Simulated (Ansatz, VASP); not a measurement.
**One calculation of GaN, two programs**

Contents of INCAR:

```
  PREC = Accurate
  ENCUT = 520
  EDIFF = 1E-6
  ISMEAR = 0
  SIGMA = 0.01
  LREAL = F
  LASPH = T
  NELM = 80
  ALGO = Normal
  ISIF = 2
  LWAVE = F
  LCHARG = F
  GGA = PS
  NBANDS = 16
```

Contents of KPOINTS:

```
Automatic mesh
0
Gamma
  7 7 7
```

Contents of POSCAR:

```
GaN
1.0
    0.0000000000      2.3049009798      2.3049009798
    2.3049009798      0.0000000000      2.3049009798
    2.3049009798      2.3049009798      0.0000000000
Ga N
1 1
Direct
    0.0000000000      0.0000000000      0.0000000000
    0.7500000000      0.7500000000      0.7500000000
```

Input for Ansatz:

```yaml
crystal:
  lattice:
    - [0.0, 2.3049009798215194, 2.3049009798215194]
    - [2.3049009798215194, 0.0, 2.3049009798215194]
    - [2.3049009798215194, 2.3049009798215194, 0.0]
  atoms:
    - { symbol: Ga, position: [0.0, 0.0, 0.0] }
    - { symbol: "N", position: [0.75, 0.75, 0.75] }
basis:
  ecutwfc: 500.0
kpoints:
  mp_grid:
    grid: [7, 7, 7]
hamiltonian:
  xc: pbesol
scf:
  occupations:
    method: fixed
output:
  stress: true
```

Alike in both runs: task single point; functional PBEsol; k mesh 7 × 7 × 7; no spin polarisation.

```csv
,VASP,Ansatz
version,VASP 6.6.1,Ansatz 0.2.0
potentials or method,"VASP PAW PBE potentials, release 64 (Ga_d, N), cutoff 520 eV","plane waves, PAW"
occupations,"gaussian, width 0.01 eV",fixed
valence electrons in the cell,18,18
```

Ansatz gave:

- pressure (GPa): -11.8

Problem. Which values does VASP return?

Solution. Pressure (GPa): -11.9.

VASP's potentials were made for PBE, not for PBEsol.
